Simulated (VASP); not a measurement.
**Tl3ICl2: relaxation of cell and atoms with PBE**

The system is Tl3ICl2.

```
Tl I Cl
1.0
     3.93601    0.00000    0.00000
     0.00000    3.93601    0.00000
     0.00000    0.00000   12.06399
Tl I Cl
3 1 2
Cartesian
  1.9680 1.9680 2.1924
  1.9680 1.9680 6.0320
  1.9680 1.9680 9.8716
  0.0000 0.0000 0.0000
  0.0000 0.0000 4.0930
  0.0000 0.0000 7.9709
```

The cell was generated, and may not be a known phase.

| Property | Result |
| --- | --- |
| Program | VASP 6.6.1 |
| Task | relaxation of cell and atoms |
| Functional | PBE |
| Potentials or basis | VASP PAW PBE potentials, release 64 (Tl_d, I, Cl) |
| Cutoff | 500 eV |
| k mesh | 3 × 3 × 1 |
| Occupations | gaussian, width 0.15 eV |
| Spin | no spin polarisation |
| Dipole correction | no |
| Further INCAR settings | ALGO = Normal; EDIFF = 1e-07; IBRION = 2; EDIFFG = -0.08; NSW = 36; ISIF = 3 |

```json
{
  "Relaxed volume": "33.05 Å³/atom",
  "Relaxed cell": "a = 4.037 Å, b = 4.037 Å, c = 12.170 Å, α = 90.00°, β = 90.00°, γ = 90.00°",
  "Space group after relaxing (to 0.1 Å)": "P4/mmm (No. 123)",
  "Energy gained by relaxing": "7.8 meV/atom",
  "Ionic steps": "3",
  "Pressure after relaxing": "-0.1 GPa",
  "Largest force after relaxing": "0.043 eV/Å",
  "Band gap on the k mesh": "2.90 eV"
}
```

Forces on the atoms (eV/Å):
```
Tl   0.000  0.000  0.043
Tl   0.000  0.000  0.000
Tl   0.000  0.000 -0.043
I    0.000  0.000  0.000
Cl   0.000  0.000  0.028
Cl   0.000  0.000 -0.028
```

Stress tensor (GPa, compression positive):
```
 0.02  0.00  0.00
 0.00  0.02  0.00
 0.00  0.00 -0.37
```

The path:
| step | energy change (eV) | largest force (eV/Å) | pressure (GPa) | volume (Å³) |
| --- | --- | --- | --- | --- |
| 1 | 0.0000 | 0.0957 | 1.21 | 186.90 |
| 2 | -0.0390 | 0.0652 | 0.41 | 193.31 |
| 3 | -0.0470 | 0.0435 | -0.11 | 198.33 |

Final structure:
```
Tl I Cl
1.0
     4.03685    0.00000    0.00000
     0.00000    4.03685    0.00000
     0.00000    0.00000   12.17029
Tl I Cl
3 1 2
Direct
  0.50000 0.50000 0.18240
  0.50000 0.50000 0.50000
  0.50000 0.50000 0.81760
  0.00000 0.00000 0.00000
  0.00000 0.00000 0.33949
  0.00000 0.00000 0.66051
```

Levels at points of the mesh, in eV from the valence-band top:
| k point | band 27 | band 28 | band 29 | band 30 | band 31 | band 32 | band 33 | band 34 |
| --- | --- | --- | --- | --- | --- | --- | --- | --- |
| (0.00, 0.00, 0.00) | -0.91 | -0.55 | -0.30 | -0.30 | 2.91 | 3.12 | 5.70 | 5.70 |

Wall time 2.4 min on 1 thread of Intel Xeon 8259CL, with other jobs on the host, peak memory 0.28 GiB.

Caveat: the k points lie up to 0.52 Å⁻¹ apart in the final cell; spin-orbit coupling is left out, which moves the levels of the heavy elements; the relaxation stopped at a loose force limit of 0.08 eV/Å, so its end isn't a converged minimum. A k mesh can miss the band edges.
